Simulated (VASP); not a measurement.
A run of VASP 6.6.1 is set up as follows.

The input INCAR:

```
SYSTEM = Ti3Al
PREC = Accurate ; ENCUT = 520
EDIFF = 1E-6 ; ISMEAR = 0
SIGMA = 0.15 ; LREAL = .False.
LASPH = .True. ; NELM = 150
ALGO = Normal ; ISIF = 2
LWAVE = .False. ; LCHARG = .False.
ISPIN = 2 ; MAGMOM = 1 1 1 0
LORBIT = 11 ; NUPDOWN = 3.0
LMAXMIX = 4 ; GGA = PS
NBANDS = 32
```

File KPOINTS:

```
Automatic mesh
0
Gamma
  12 12 12
  0 0 0
```

Contents of POSCAR:

```
Ti3Al
1.0
    0.0000000000      3.0521976457      3.0521976457
    3.0521976457      0.0000000000      3.0521976457
    3.0521976457      3.0521976457      0.0000000000
Ti Al
3 1
Direct
    0.7500000000      0.7500000000      0.7500000000
    0.2500000000      0.2500000000      0.2500000000
    0.0000000000      0.0000000000      0.0000000000
    0.5000000000      0.5000000000      0.5000000000
```

Potentials or basis: VASP PAW PBE potentials, release 64 (Ti_sv, Al).

Run with:

```console
$ cat potpaw_PBE.64/Ti_sv/POTCAR potpaw_PBE.64/Al/POTCAR > POTCAR
$ mpirun -np 1 vasp_std > vasp.out
```

Predict the pressure.

22.1 GPa.

Caveat: the cell stands under pressure; the PAW data sets were made with another functional, which shifts forces and pressure a little; the total moment is fixed, so each spin has its own Fermi level.
